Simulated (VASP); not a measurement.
# NaF (P6_3/mmc) in VASP: further runs

Aim: see how the results for NaF move with the level of theory and the settings. Levels: PBEsol, LDA. Tasks: relaxation of cell and atoms.

All numbers are computed with VASP 6.6.1; they aren't measurements. Logs are shortened: lines on timing, memory, paths and dates and some standing lists are left out, and cuts for length are marked.

## 1. The cell of the first run

It takes space group P6_3/mmc (No. 194, hexagonal). The conventional cell has a = 3.942 Å, b = 3.942 Å, c = 4.656 Å, α = 90.00°, β = 90.00°, γ = 120.00°. Within 3.0 Å of Na (site symmetry -6m2) lie 5 F at 2.28 to 2.33 Å. Within 3.0 Å of F (site symmetry -6m2) lie 5 Na at 2.28 to 2.33 Å.

## 2. Relaxation of cell and atoms, PBEsol

Input file INCAR:

```
ALGO     = Normal         # electronic algorithm
EDIFF    = 1E-6           # SCF threshold, eV
EDIFFG   = -0.005         # ionic threshold
ENCUT    = 600            # plane-wave cutoff, eV
GGA      = PS             # functional
IBRION   = 2              # ionic algorithm
ISIF     = 3              # what is computed and relaxed
ISMEAR   = -1             # smearing method
LASPH    = True           # aspherical terms in the spheres
LCHARG   = False          # write CHGCAR
LREAL    = False          # projectors in reciprocal space
LWAVE    = False          # write WAVECAR
NELM     = 60             # most SCF steps
NSW      = 80             # ionic steps
PREC     = Accurate       # precision mode
SIGMA    = 0.02           # smearing width, eV
```

Input file KPOINTS:

```
k-points
0
Gamma
  6 6 6
```

Input file POSCAR:

```
NaF
1.0
    3.9420097754      0.0000000000      0.0000000000
   -1.9710048877      3.4138806075      0.0000000000
    0.0000000000      0.0000000000      4.6556069686
Na F
2 2
Direct
    0.3333333333      0.6666666667     -0.0624980977
    0.6666666667      0.3333333333      0.4375019023
    0.3333333333      0.6666666667      0.4374980977
    0.6666666667      0.3333333333      0.9374980977
```

Potentials or basis: VASP PAW PBE potentials, release 64 (Na_pv, F).

Run with:

```bash
$ cat potpaw_PBE.64/Na_pv/POTCAR potpaw_PBE.64/F/POTCAR > POTCAR
$ mpirun -np 1 vasp_std > vasp.out
```

OUTCAR:

```text
EDIFF = 1E-6
   EDIFFG = -0.005
   ENCUT = 600
   GGA = PS
   IBRION = 2
   ISIF = 3
   ISMEAR = -1
   LASPH = True
   LREAL = False
   NELM = 60
   NSW = 80
   PREC = Accurate

 ion  position               nearest neighbor table
   1  0.333  0.667  0.938-   4 2.28   4 2.28   4 2.28   3 2.33   3 2.33
   2  0.667  0.333  0.438-   3 2.28   3 2.28   3 2.28   4 2.33   4 2.33
   3  0.333  0.667  0.437-   2 2.28   2 2.28   2 2.28   1 2.33   1 2.33
   4  0.667  0.333  0.937-   1 2.28   1 2.28   1 2.28   2 2.33   2 2.33

  LATTYP: Found a hexagonal cell.
 ALAT       =     3.9420097754
 C/A-ratio  =     1.1810236995

  Lattice vectors:

 A1 = (   3.9420097754,   0.0000000000,   0.0000000000)
 A2 = (  -1.9710048877,   3.4138806075,   0.0000000000)
 A3 = (   0.0000000000,   0.0000000000,   4.6556069686)

Analysis of symmetry for initial positions (statically):
=====================================================================
 Subroutine PRICEL returns:
 Original cell was already a primitive cell.

 Routine SETGRP: Setting up the symmetry group for a
 hexagonal supercell.

 Subroutine GETGRP returns: Found 24 space group operations
 (whereof  6 operations were pure point group operations)
 out of a pool of 24 trial point group operations.

The static configuration has the point symmetry C_3v.
 The point group associated with its full space group is D_6h.

Analysis of symmetry for dynamics (positions and initial velocities):
=====================================================================
 Subroutine PRICEL returns:
 Original cell was already a primitive cell.

 Routine SETGRP: Setting up the symmetry group for a
 hexagonal supercell.

 Subroutine GETGRP returns: Found 24 space group operations
 (whereof  6 operations were pure point group operations)
 out of a pool of 24 trial point group operations.

The dynamic configuration has the point symmetry C_3v.
 The point group associated with its full space group is D_6h.

 Subroutine INISYM returns: Found 24 space group operations
 (whereof  6 operations are pure point group operations),
 and found     1 'primitive' translations

----------------------------------------------------------------------------------------

                                     Primitive cell

  volume of cell :      62.6531

  direct lattice vectors                    reciprocal lattice vectors
[... 95 lines left out ...]
   IBRION =      2    ionic relax: 0-MD 1-quasi-New 2-CG
   NFREE  =      1    steps in history (QN), initial steepest desc. (CG)
   ISIF   =      3    stress and relaxation
   ISYM   =      2    0-nonsym 1-usesym 2-fastsym
   POTIM  = 0.5000    time-step for ionic-motion
   TEBEG  =    0.0;   TEEND  =   0.0 temperature during run
   PSTRESS=    0.0 pullay stress
   NELECT =      28.0000    total number of electrons
   NUPDOWN=      -1.0000    fix difference up-down
   EMIN   =  10.00;   EMAX   =-10.00  energy-range for DOS
   EFERMI =   0.00;   METHOD = LEGACY
   ISMEAR =    -1;   SIGMA  =   0.02  broadening in eV -4-tet -1-fermi 0-gaus
   EFERMI_NEDOS =   21; number of points for ismear=-14 and -15
   IALGO  =     38    algorithm
   IMIX   =      4    mixing-type and parameters
     AMIX     =   0.40;   BMIX     =  1.00
     AMIX_MAG =   1.60;   BMIX_MAG =  1.00
  volume/ion in A,a.u.               =      15.66       105.70
  Fermi-wavevector in a.u.,A,eV,Ry     =   1.251642  2.365260 21.314985  1.566607
  Thomas-Fermi vector in A             =   2.385580
   LORBIT       =      0    0 simple, 1 ext, 2 COOP (PROOUT), +10 PAW based schemes
   GGA     = PS    functional components
   LHFCALC =     F    Hartree Fock is set to
   AEXX    =    0.0000 exact exchange contribution
   IVDW    =     0    specifies the selected vdW correction
   LEPSILON=     F    determine dielectric tensor
   LRPA    =     F    only Hartree local field effects (RPA)
 conjugate gradient relaxation of ions
 non-spin polarized calculation
  energy-cutoff  :      600.00
  volume of cell :       62.65
 maximum number of plane-waves:      2118
 NGX is ok and might be reduce to    32
   NGX = 15   NGY = 15   NGZ = 19

--------------------------------------- Ionic step        1  -------------------------------------------

 number of electron      27.9999994 magnetization

 Free energy of the ion-electron system (eV)
  ---------------------------------------------------
  ext. energy  EPLUGINS =         0.00000000
  ---------------------------------------------------
  free energy    TOTEN  =       -17.34539904 eV

  energy without entropy =      -17.34539904  energy(sigma->0) =      -17.34539904

------------------------ aborting loop because EDIFF is reached ----------------------------------------

  FORCE on cell =-STRESS in cart. coord.  units (eV):
  Direction    XX          YY          ZZ          XY          YZ          ZX
  --------------------------------------------------------------------------------------
  -------------------------------------------------------------------------------------
  Total       -0.5532752     -0.5532752     -0.7002351      0.0000000     -0.0000000      0.0000000
  in kB      -14.1484686    -14.1484686    -17.9065596      0.0000000     -0.0000000      0.0000000
  external PRESSURE =     -15.4011656 kB  Pullay stress =       0.0000000 kB
[... 291 lines left out ...]
--------------------------------------- Ionic step        9  -------------------------------------------

 number of electron      28.0000014 magnetization

 Free energy of the ion-electron system (eV)
  ---------------------------------------------------
  ext. energy  EPLUGINS =         0.00000000
  ---------------------------------------------------
  free energy    TOTEN  =       -17.35874256 eV

  energy without entropy =      -17.35874256  energy(sigma->0) =      -17.35874256

 E-fermi :  -2.5168     XC(G=0):  -8.1968

 val. band max:       -2.9305667160   @ k =   0.0000   0.0000   0.0000
 cond. band min:       2.6318959524   @ k =   0.0000   0.0000   0.0000
 fundamental gap:      5.5624626684
 Fermi energy:        -2.5167921481

 k-point     1 :       0.0000    0.0000    0.0000
  band No.  band energies     occupation
      1     -21.9156      2.00000
      2     -21.9067      2.00000
      3     -21.8705      2.00000
      4     -21.8705      2.00000
      5     -21.8214      2.00000
      6     -21.8214      2.00000
[... 481 lines left out ...]
      5     -21.8033      2.00000
      6     -21.8033      2.00000
[... 10 lines left out ...]
     17      10.2786      0.00000
     18      10.2786      0.00000

 [... further k-points ...]
[... 5 lines left out ...]
  --------------------------------------------------------------------------------------
  -------------------------------------------------------------------------------------
  Total       -0.0110746     -0.0110746      0.0104220      0.0000000      0.0000000      0.0000000
  in kB       -0.2957254     -0.2957254      0.2782993      0.0000000      0.0000000      0.0000000
  external PRESSURE =      -0.1043839 kB  Pullay stress =       0.0000000 kB
[... 19 lines left out ...]
  FREE ENERGIE OF THE ION-ELECTRON SYSTEM (eV)
  ---------------------------------------------------
  free  energy   TOTEN  =       -17.3587425588 eV

  energy  without entropy=      -17.3587425588  energy(sigma->0) =      -17.35874256

 reached required accuracy - stopping structural energy minimisation
```

OSZICAR:

```text
N       E                     dE             d eps       ncg     rms          rms(c)
DAV:   1     0.328946146188E+03    0.32895E+03   -0.17281E+04  1008   0.202E+03
DAV:   2     0.103165573308E+02   -0.31863E+03   -0.30666E+03  1236   0.490E+02
DAV:   3    -0.185565876867E+02   -0.28873E+02   -0.28795E+02  1092   0.158E+02
[... 70 lines left out ...]
DAV:   1    -0.173589943450E+02   -0.26894E-03   -0.65633E-03  1124   0.108E+00    0.124E-01
DAV:   2    -0.173587704971E+02    0.22385E-03   -0.97270E-04  1262   0.290E-01    0.380E-02
DAV:   3    -0.173587510536E+02    0.19444E-04   -0.34785E-05  1126   0.121E-01    0.195E-02
DAV:   4    -0.173587427447E+02    0.83089E-05   -0.75328E-06  1160   0.781E-02    0.249E-03
DAV:   5    -0.173587425588E+02    0.18583E-06   -0.21368E-06   726   0.256E-02
   9 F= -.17358743E+02 E0= -.17358743E+02  d E =-.172989E-04
```

CONTCAR:

```text
NaF
   1.00000000000000
     3.8896063998669583   -0.0000000000000000    0.0000000000000000
    -1.9448031999334792    3.3684979530428536    0.0000000000000000
     0.0000000000000000   -0.0000000000000000    4.5794029475016718
  Na              F
     2     2
Direct
     0.3333333332999970    0.6666666667000030    0.9375019022999993
     0.6666666667000030    0.3333333332999970    0.4375019022999993
     0.3333333332999970    0.6666666667000030    0.4374980977000007
     0.6666666667000030    0.3333333332999970    0.9374980977000007

  0.00000000E+00  0.00000000E+00  0.00000000E+00
  0.00000000E+00  0.00000000E+00  0.00000000E+00
  0.00000000E+00  0.00000000E+00  0.00000000E+00
  0.00000000E+00  0.00000000E+00  0.00000000E+00
```

It took 2.4 min on 1 thread of Intel Xeon 8259CL, shared host; peak memory 0.21 GiB.

What came out:

* Free energy: -17.3587 eV
* Relaxed volume: 15.00 Å³/atom
* Relaxed cell: a = 3.890 Å, b = 3.890 Å, c = 4.579 Å, α = 90.00°, β = 90.00°, γ = 120.00°
* Space group after relaxing (to 0.1 Å): P6_3/mmc (No. 194)
* Energy gained by relaxing: 3.3 meV/atom
* Ionic steps: 9
* Pressure after relaxing: 0.0 GPa
* Band gap on the k mesh: 5.56 eV

The path:
```csv
step,energy change (eV),largest force (eV/Å),pressure (GPa),volume (Å³)
1,0.0000,0.0000,-1.54,62.65
2,-0.0100,0.0000,-0.73,61.30
3,-0.0129,0.0000,-0.27,60.50
4,-0.0107,0.0000,0.84,58.91
5,-0.0133,0.0000,-0.11,60.11
6,-0.0133,0.0000,0.10,59.89
7,-0.0133,0.0000,-0.04,60.00
8,-0.0133,0.0000,0.06,59.94
9,-0.0133,0.0000,-0.01,60.00
```

Final structure:
```xyz
4
Lattice="3.8896 0.0000 0.0000 -1.9448 3.3685 0.0000 0.0000 0.0000 4.5794" Properties=species:S:1:pos:R:3 pbc="T T T"
Na    0.0000    2.2457    4.2932
Na    1.9448    1.1228    2.0035
F     0.0000    2.2457    2.0035
F     1.9448    1.1228    4.2932
```

Caveat: the structure was generated, so it needn't be the stable form of NaF; the PAW data sets were made with another functional, which shifts forces and pressure a little. A k mesh can miss the band edges.

## 3. Relaxation of cell and atoms, LDA

Input file INCAR:

```
  PREC = Accurate
  ENCUT = 600
  EDIFF = 1E-7
  ISMEAR = -1
  SIGMA = 0.02
  LREAL = False
  LASPH = True
  NELM = 100
  ALGO = Normal
  ISIF = 3
  LWAVE = False
  LCHARG = False
  IBRION = 2
  NSW = 80
  EDIFFG = -0.005
```

Input file KPOINTS:

```
Automatic mesh
0
Gamma
  6 6 6
```

POSCAR is that of step 2.

Potentials or basis: VASP PAW LDA potentials, release 64 (Na_pv, F).

Run with:

```bash
$ cat potpaw_LDA.64/Na_pv/POTCAR potpaw_LDA.64/F/POTCAR > POTCAR
$ mpirun -np 1 vasp_std > vasp.out
```

OUTCAR:

```text
PREC = Accurate
   ENCUT = 600
   EDIFF = 1E-7
   ISMEAR = -1
   LREAL = False
   LASPH = True
   NELM = 100
   ISIF = 3
   IBRION = 2
   NSW = 80
   EDIFFG = -0.005

 ion  position               nearest neighbor table
   1  0.333  0.667  0.938-   4 2.28   4 2.28   4 2.28   3 2.33   3 2.33
   2  0.667  0.333  0.438-   3 2.28   3 2.28   3 2.28   4 2.33   4 2.33
   3  0.333  0.667  0.437-   2 2.28   2 2.28   2 2.28   1 2.33   1 2.33
   4  0.667  0.333  0.937-   1 2.28   1 2.28   1 2.28   2 2.33   2 2.33

  LATTYP: Found a hexagonal cell.
 ALAT       =     3.9420097754
 C/A-ratio  =     1.1810236995

  Lattice vectors:

 A1 = (   3.9420097754,   0.0000000000,   0.0000000000)
 A2 = (  -1.9710048877,   3.4138806075,   0.0000000000)
 A3 = (   0.0000000000,   0.0000000000,   4.6556069686)

Analysis of symmetry for initial positions (statically):
=====================================================================
 Subroutine PRICEL returns:
 Original cell was already a primitive cell.

 Routine SETGRP: Setting up the symmetry group for a
 hexagonal supercell.

 Subroutine GETGRP returns: Found 24 space group operations
 (whereof  6 operations were pure point group operations)
 out of a pool of 24 trial point group operations.

The static configuration has the point symmetry C_3v.
 The point group associated with its full space group is D_6h.

Analysis of symmetry for dynamics (positions and initial velocities):
=====================================================================
 Subroutine PRICEL returns:
 Original cell was already a primitive cell.

 Routine SETGRP: Setting up the symmetry group for a
 hexagonal supercell.

 Subroutine GETGRP returns: Found 24 space group operations
 (whereof  6 operations were pure point group operations)
 out of a pool of 24 trial point group operations.

The dynamic configuration has the point symmetry C_3v.
[... 131 lines left out ...]
   AEXX    =    0.0000 exact exchange contribution
   IVDW    =     0    specifies the selected vdW correction
   LEPSILON=     F    determine dielectric tensor
   LRPA    =     F    only Hartree local field effects (RPA)
 conjugate gradient relaxation of ions
 non-spin polarized calculation
  energy-cutoff  :      600.00
  volume of cell :       62.65
 maximum number of plane-waves:      2118
 NGX is ok and might be reduce to    32
   NGX = 15   NGY = 15   NGZ = 19

--------------------------------------- Ionic step        1  -------------------------------------------

 number of electron      28.0000001 magnetization

 Free energy of the ion-electron system (eV)
  ---------------------------------------------------
  ext. energy  EPLUGINS =         0.00000000
  ---------------------------------------------------
  free energy    TOTEN  =       -18.29119043 eV

  energy without entropy =      -18.29119043  energy(sigma->0) =      -18.29119043

------------------------ aborting loop because EDIFF is reached ----------------------------------------

  FORCE on cell =-STRESS in cart. coord.  units (eV):
  Direction    XX          YY          ZZ          XY          YZ          ZX
  --------------------------------------------------------------------------------------
  -------------------------------------------------------------------------------------
  Total       -1.6592546     -1.6592546     -2.0271133      0.0000000     -0.0000000      0.0000000
  in kB      -42.4308066    -42.4308066    -51.8377650      0.0000000     -0.0000000      0.0000000
  external PRESSURE =     -45.5664594 kB  Pullay stress =       0.0000000 kB
[... 291 lines left out ...]
--------------------------------------- Ionic step        9  -------------------------------------------

 number of electron      27.9999988 magnetization

 Free energy of the ion-electron system (eV)
  ---------------------------------------------------
  ext. energy  EPLUGINS =         0.00000000
  ---------------------------------------------------
  free energy    TOTEN  =       -18.40923657 eV

  energy without entropy =      -18.40923657  energy(sigma->0) =      -18.40923657

 E-fermi :  -2.5115     XC(G=0):  -9.2024

 val. band max:       -2.9736979397   @ k =   0.0000   0.0000   0.0000
 cond. band min:       2.5947738108   @ k =   0.0000   0.0000   0.0000
 fundamental gap:      5.5684717505
 Fermi energy:        -2.5115326289

 k-point     1 :       0.0000    0.0000    0.0000
  band No.  band energies     occupation
      1     -21.7836      2.00000
      2     -21.7654      2.00000
      3     -21.6932      2.00000
      4     -21.6932      2.00000
      5     -21.6265      2.00000
      6     -21.6265      2.00000
[... 481 lines left out ...]
      5     -21.6066      2.00000
      6     -21.6066      2.00000
[... 10 lines left out ...]
     17      10.6129      0.00000
     18      10.6129      0.00000

 [... further k-points ...]

------------------------ aborting loop because EDIFF is reached ----------------------------------------

  FORCE on cell =-STRESS in cart. coord.  units (eV):
  Direction    XX          YY          ZZ          XY          YZ          ZX
  --------------------------------------------------------------------------------------
  -------------------------------------------------------------------------------------
  Total       -0.0005664     -0.0005664     -0.0014412      0.0000000      0.0000000      0.0000000
  in kB       -0.0163999     -0.0163999     -0.0417279      0.0000000      0.0000000      0.0000000
  external PRESSURE =      -0.0248425 kB  Pullay stress =       0.0000000 kB
[... 19 lines left out ...]
  FREE ENERGIE OF THE ION-ELECTRON SYSTEM (eV)
  ---------------------------------------------------
  free  energy   TOTEN  =       -18.4092365746 eV

  energy  without entropy=      -18.4092365746  energy(sigma->0) =      -18.40923657

 reached required accuracy - stopping structural energy minimisation
```

CONTCAR:

```text
NaF
   1.00000000000000
     3.7867801444866900    0.0000000000000000    0.0000000000000000
    -1.8933900722433450    3.2794478037046462    0.0000000000000000
     0.0000000000000000   -0.0000000000000000    4.4559513670014068
  Na              F
     2     2
Direct
     0.3333333332999970    0.6666666667000030    0.9375019022999993
     0.6666666667000030    0.3333333332999970    0.4375019022999993
     0.3333333332999970    0.6666666667000030    0.4374980977000007
     0.6666666667000030    0.3333333332999970    0.9374980977000007

  0.00000000E+00  0.00000000E+00  0.00000000E+00
  0.00000000E+00  0.00000000E+00  0.00000000E+00
  0.00000000E+00  0.00000000E+00  0.00000000E+00
  0.00000000E+00  0.00000000E+00  0.00000000E+00
```

Wall time 2.5 min (1 thread of Intel Xeon 8259CL, shared host); peak memory 0.18 GiB.

What came out:

| Property | Result |
| --- | --- |
| Free energy | -18.4092 eV |
| Relaxed volume | 13.83 Å³/atom |
| Relaxed cell | a = 3.787 Å, b = 3.787 Å, c = 4.456 Å, α = 90.00°, β = 90.00°, γ = 120.00° |
| Space group after relaxing (to 0.1 Å) | P6_3/mmc (No. 194) |
| Energy gained by relaxing | 29.5 meV/atom |
| Ionic steps | 9 |
| Pressure after relaxing | 0.0 GPa |
| Band gap on the k mesh | 5.57 eV |

Step by step:
| step | energy change (eV) | largest force (eV/Å) | pressure (GPa) | volume (Å³) |
| --- | --- | --- | --- | --- |
| 1 | 0.0000 | 0.0000 | -4.56 | 62.65 |
| 2 | -0.0899 | 0.0000 | -2.52 | 58.70 |
| 3 | -0.1174 | 0.0000 | -0.34 | 55.76 |
| 4 | -0.1178 | 0.0000 | 0.00 | 55.36 |
| 5 | -0.1177 | 0.0000 | -0.13 | 55.50 |
| 6 | -0.1179 | 0.0000 | -0.13 | 55.47 |
| 7 | -0.1179 | 0.0000 | -0.08 | 55.39 |
| 8 | -0.1180 | 0.0000 | -0.10 | 55.44 |
| 9 | -0.1180 | 0.0000 | 0.00 | 55.34 |

Final structure:
```yaml
crystal:
  lattice:
    - [3.78678, 0.00000, 0.00000]
    - [-1.89339, 3.27945, 0.00000]
    - [0.00000, 0.00000, 4.45595]
  atoms:
    - { symbol: Na, position: [0.33333, 0.66667, 0.93750] }
    - { symbol: Na, position: [0.66667, 0.33333, 0.43750] }
    - { symbol: F, position: [0.33333, 0.66667, 0.43750] }
    - { symbol: F, position: [0.66667, 0.33333, 0.93750] }
```

Levels at points of the mesh, in eV from the valence-band top:
| k point | band 10 | band 11 | band 12 | band 13 | band 14 | band 15 | band 16 | band 17 | band 18 |
| --- | --- | --- | --- | --- | --- | --- | --- | --- | --- |
| (0.00, 0.00, 0.00) | -0.68 | -0.68 | -0.34 | -0.34 | 0.00 | 5.57 | 13.04 | 13.05 | 15.61 |
| (0.50, 0.00, 0.00) | -0.84 | -0.79 | -0.70 | -0.41 | -0.19 | 8.72 | 10.63 | 12.75 | 15.42 |
| (0.00, 0.00, 0.50) | -0.95 | -0.52 | -0.52 | -0.52 | -0.52 | 7.96 | 7.96 | 16.55 | 16.55 |
| (0.50, 0.00, 0.50) | -1.47 | -0.54 | -0.54 | -0.31 | -0.31 | 9.77 | 9.77 | 12.71 | 12.71 |

Caveat: the structure was generated, so it needn't be the stable form of NaF. A k mesh can miss the band edges.
